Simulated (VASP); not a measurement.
CdF2:

```xyz
3
Lattice="0.0000 2.6940 2.6940 2.6940 0.0000 2.6940 2.6940 2.6940 0.0000" Properties=species:S:1:pos:R:3 pbc="T T T"
Cd    0.0000    0.0000    0.0000
F     4.0410    4.0410    4.0410
F     1.3470    1.3470    1.3470
```

Base run:

```yaml
Program: VASP 6.6.1
Functional: BLYP
Potentials_or_basis: VASP PAW PBE potentials, release 64 (Cd, F)
Cutoff: 520 eV
k_mesh: 5 × 5 × 5
Occupations: fermi-dirac, width 0.05 eV
Spin: no spin polarisation
```

Its results: band gap on the k mesh 3.22 eV (least direct gap 3.62 eV); pressure 9.4 GPa.

Task: The run is repeated on the same cell with these changes: functional from BLYP to r2SCAN. What comes out?

Result: Band gap on the k mesh 3.83 eV (least direct gap 4.25 eV); pressure 1.0 GPa.

Caveats: the PAW data sets were made with another functional, which shifts forces and pressure a little; an odd mesh through Γ misses points on the zone boundary, where band edges can lie; the cell stands under pressure (at least some runs).
